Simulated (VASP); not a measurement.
Wanted: the native input for a VASP 6.6.1 run.

```yaml
Task: single point
Functional: r2SCAN
Dispersion: D4
Potentials_or_basis: VASP PAW PBE potentials, release 64 (Ag, O)
Cutoff: 660 eV
k_mesh: 6 × 6 × 6
Occupations: gaussian, width 0.05 eV
Spin: no spin polarisation
Dipole_correction: no
Further_INCAR_settings: ALGO = Normal; EDIFF = 1e-06; NBANDS = 37
```

The system is Ag2O.

```
CELL_PARAMETERS angstrom
4.73691 0.00000 0.00000
0.00000 4.73691 0.00000
0.00000 0.00000 4.73691
ATOMIC_POSITIONS crystal
Ag 0.75000 0.75000 0.75000
Ag 0.75000 0.25000 0.25000
Ag 0.25000 0.25000 0.75000
Ag 0.25000 0.75000 0.25000
O 0.00000 0.00000 0.00000
O 0.50000 0.50000 0.50000
```

One way to write it, as run:

POSCAR

```
Ag2O
1.0
    4.7369096154      0.0000000000      0.0000000000
    0.0000000000      4.7369096154      0.0000000000
    0.0000000000      0.0000000000      4.7369096154
Ag O
4 2
Direct
    0.7500000000      0.7500000000      0.7500000000
    0.7500000000      0.2500000000      0.2500000000
    0.2500000000      0.2500000000      0.7500000000
    0.2500000000      0.7500000000      0.2500000000
    0.0000000000      0.0000000000      0.0000000000
    0.5000000000      0.5000000000      0.5000000000
```

INCAR.step1

```
  PREC = Accurate
  ENCUT = 660
  ISMEAR = 0
  SIGMA = 0.05
  LREAL = False
  LASPH = True
  NELM = 120
  NBANDS = 37
  GGA = PE
  ALGO = Normal
  EDIFF = 1E-5
  LWAVE = True
  LCHARG = False
  GGA_COMPAT = False
```

INCAR.step2

```
  PREC = Accurate
  ENCUT = 660
  EDIFF = 1E-6
  ISMEAR = 0
  SIGMA = 0.05
  LREAL = False
  LASPH = True
  NELM = 120
  ALGO = Normal
  ISIF = 2
  LWAVE = False
  LCHARG = False
  METAGGA = R2SCAN
  LMIXTAU = True
  IVDW = 13
  VDW_S6 = 1.0
  VDW_S8 = 0.6018749
  VDW_A1 = 0.51559235
  VDW_A2 = 5.77342911
  NBANDS = 37
  ISTART = 1
  GGA_COMPAT = False
```

KPOINTS

```
Automatic mesh
0
Gamma
  6 6 6
```

Potentials or basis: VASP PAW PBE potentials, release 64 (Ag, O).

Run with:

```console
$ cat potpaw_PBE.64/Ag/POTCAR potpaw_PBE.64/O/POTCAR > POTCAR
$ cp INCAR.step1 INCAR
$ mpirun -np 1 vasp_std > vasp.out
$ cp INCAR.step2 INCAR
$ mpirun -np 1 vasp_std > vasp.out
```

It gave:

* Pressure: -0.3 GPa
* Band gap on the k mesh: 0.26 eV
* Dispersion energy per atom: -0.126 eV

Caveat: the PAW data sets were made with another functional, which shifts forces and pressure a little.

Run time: 4.1 min on 1 thread of AMD EPYC 9R45 96-Core Processor (Zen 5) (shared host), peak memory 0.27 GiB.
